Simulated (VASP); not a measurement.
The system is Sc.

```
Sc
1.0
     3.28679    0.00000    0.00000
    -1.64340    2.84644    0.00000
     0.00000    0.00000    5.23791
Sc
2
Direct
  0.66667 0.33333 0.75000
  0.33333 0.66667 0.25000
```

Base run:

* Program: VASP 6.6.1
* Functional: r2SCAN
* Potentials or basis: VASP PAW PBE potentials, release 64 (Sc_sv)
* Cutoff: 520 eV
* k mesh: 9 × 9 × 5
* Occupations: fermi-dirac, width 0.05 eV
* Spin: no spin polarisation

Its results: band gap on the k mesh zero (band 11 reaches 4.51 eV, above the bottom of band 12 at 3.31 eV); pressure 1.3 GPa.

Task: The run is repeated on the same cell with these changes: functional from r2SCAN to PBEsol; further incar settings from ALGO = Normal; EDIFF = 1e-07; NBANDS = 18 to ALGO = Fast; EDIFF = 1e-06; NBANDS = 18. What comes out?

Result: Band gap on the k mesh zero (band 11 reaches 4.29 eV, above the bottom of band 12 at 3.13 eV); pressure -1.8 GPa.

Caveats: the PAW data sets were made with another functional, which shifts forces and pressure a little.
